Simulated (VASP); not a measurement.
Write the native input for VASP 6.6.1 that does the following.

```yaml
Task: single point
Functional: LDA
Potentials_or_basis: VASP PAW LDA potentials, release 64 (Au)
Cutoff: 500 eV
k_mesh: 14 × 14 × 14
Occupations: gaussian, width 0.1 eV
Spin: no spin polarisation
Dipole_correction: no
Further_INCAR_settings: ALGO = Normal; EDIFF = 1e-06; NBANDS = 12
```

The structure of Au lies in POSCAR:

```
Au
1.0
    0.0000000000      2.0350000000      2.0350000000
    2.0350000000      0.0000000000      2.0350000000
    2.0350000000      2.0350000000      0.0000000000
Au
1
Direct
    0.0000000000      0.0000000000      0.0000000000
```

The input as run:

INCAR

```
SYSTEM = Au
PREC     = Accurate       ! precision mode
ENCUT    = 500            ! plane-wave cutoff, eV
EDIFF    = 1E-6           ! SCF threshold, eV
ISMEAR   = 0              ! smearing method
SIGMA    = 0.1            ! smearing width, eV
LREAL    = .False.        ! projectors in reciprocal space
LASPH    = .True.         ! aspherical terms in the spheres
NELM     = 120            ! most SCF steps
ALGO     = Normal         ! electronic algorithm
ISIF     = 2              ! what is computed and relaxed
LWAVE    = .False.        ! write WAVECAR
LCHARG   = .False.        ! write CHGCAR
NBANDS   = 12             ! bands
GGA_COMPAT= .False.
```

KPOINTS

```
Automatic mesh
0
Gamma
  14 14 14
  0 0 0
```

Potentials or basis: VASP PAW LDA potentials, release 64 (Au).

Launch:

```bash
$ cat potpaw_LDA.64/Au/POTCAR > POTCAR
$ mpirun -np 1 vasp_std > vasp.out
```

Results of the run:

| Item | Value |
| --- | --- |
| Pressure | -2.6 GPa |

Wall time 15 s on 1 thread of Intel Xeon 8259CL, on a shared host, peak memory 0.14 GiB.
